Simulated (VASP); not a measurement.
## LaZn: electric field gradients with LDA

Crystal: LaZn.

```
La Zn
1.0
     3.75000    0.01875    0.01875
     0.01875    3.75000    0.01875
     0.01875    0.01875    3.75000
La Zn
1 1
Direct
  0.50000 0.50000 0.50000
  0.00000 0.00000 0.00000
```

This cell differs from its parent crystal: equal xy, yz and zx shear strains of +1 %.

| Quantity | Value |
| --- | --- |
| Program | VASP 6.6.1 |
| Task | electric field gradients |
| Functional | LDA |
| Potentials or basis | VASP PAW LDA potentials, release 64 (La, Zn) |
| Cutoff | 520 eV |
| k mesh | 9 × 9 × 9 |
| Occupations | fermi-dirac, width 0.05 eV |
| Spin | no spin polarisation |
| Dipole correction | no |
| Further INCAR settings | ALGO = Normal; EDIFF = 1e-08; NBANDS = 18 |

```
Pressure : -4.0 GPa
```

Stress tensor (GPa, compression positive):
```
-3.99 -0.29 -0.29
-0.29 -3.99 -0.29
-0.29 -0.29 -3.99
```

Levels at points of the mesh, in eV from the Fermi level:
```csv
k point,band 10,band 11,band 12,band 13,band 14,band 15
"(0.00, 0.00, 0.00)",-6.06,-0.40,-0.40,1.58,1.59,1.59
```

Electric field gradients, principal values (V/Å²):
| atom | least | middle | greatest (by size) |
| --- | --- | --- | --- |
| 1 La | -1.434 | -1.434 | 2.868 |
| 2 Zn | 1.212 | 1.212 | -2.424 |

Wall time 83 s on 1 thread of Oxide Virtual Turin-like Processor, with other jobs on the host, peak memory 0.19 GiB.

Caveat: the cell differs from its parent crystal (equal xy, yz and zx shear strains of +1 %); without QUAD_EFG the Cq values of the log hold for a quadrupole moment of 1 mb, not for the nuclei; spin-orbit coupling is left out, which moves the levels of the heavy elements.
